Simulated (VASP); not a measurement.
Write the native input for VASP 6.6.1 that does the following.

```yaml
Task: single point
Functional: r2SCAN
Potentials_or_basis: VASP PAW PBE potentials, release 64 (Te, Mo_sv)
Cutoff: 550 eV
k_mesh: 9 × 9 × 2
Occupations: gaussian, width 0.05 eV
Spin: no spin polarisation
Dipole_correction: no
Further_INCAR_settings: ALGO = Normal; EDIFF = 1e-06; NBANDS = 35
```

The system is Te2Mo.

```xyz
6
Lattice="-3.5635 0.0000 0.0000 -1.7818 -3.0861 0.0000 -1.0691 0.0000 14.7262" Properties=species:S:1:pos:R:3 pbc="T T T"
Te   -1.7818   -1.0287    9.2552
Te   -3.5635   -2.0574    1.8921
Te   -1.7818   -1.0287   12.8341
Te   -3.5635   -2.0574    5.4710
Mo   -1.7818   -1.0287    3.6816
Mo   -3.5635   -2.0574   11.0447
```

This cell differs from its parent crystal: the part above a cut slid along it.

These files were run (other wordings do the same):

POSCAR

```
Te2Mo
1.0
   -3.5635452172      0.0000000000      0.0000000000
   -1.7817726086     -3.0861206856      0.0000000000
   -1.0690635652      0.0000000000     14.7262210532
Te Mo
4 2
Direct
    0.1447881468      0.3333333333      0.6284839550
    0.6281214802      0.6666666667      0.1284839550
    0.0718785198      0.3333333333      0.8715160450
    0.5552118532      0.6666666667      0.3715160450
    0.2583333333      0.3333333333      0.2500000000
    0.4416666667      0.6666666667      0.7500000000
```

INCAR.step1

```
PREC = Accurate
ENCUT = 550
ISMEAR = 0
SIGMA = 0.05
LREAL = False
LASPH = True
NELM = 120
NBANDS = 35
GGA = PE
ALGO = Normal
EDIFF = 1E-5
LWAVE = True
LCHARG = False
GGA_COMPAT = False
```

INCAR.step2

```
PREC = Accurate
ENCUT = 550
EDIFF = 1E-6
ISMEAR = 0
SIGMA = 0.05
LREAL = False
LASPH = True
NELM = 120
ALGO = Normal
ISIF = 2
LWAVE = False
LCHARG = False
METAGGA = R2SCAN
LMIXTAU = True
NBANDS = 35
ISTART = 1
GGA_COMPAT = False
```

KPOINTS

```
regular mesh
0
Gamma
  9 9 2
```

Potentials or basis: VASP PAW PBE potentials, release 64 (Te, Mo_sv).

The run is started by

```console
$ cat potpaw_PBE.64/Te/POTCAR potpaw_PBE.64/Mo_sv/POTCAR > POTCAR
$ cp INCAR.step1 INCAR
$ mpirun -np 1 vasp_std > vasp.out
$ cp INCAR.step2 INCAR
$ mpirun -np 1 vasp_std > vasp.out
```

It gave:

* Pressure: 0.3 GPa
* Largest force: 0.078 eV/Å
* Band gap on the k mesh: 1.04 eV (least direct gap 1.07 eV)

Caveat: the cell differs from its parent crystal (the part above a cut slid along it); the PAW data sets were made with another functional, which shifts forces and pressure a little; spin-orbit coupling is left out, which moves the levels of the heavy elements.

Run time: 22 min on 1 thread of AMD EPYC 9R45 96-Core Processor (Zen 5) (shared host), peak memory 0.58 GiB.
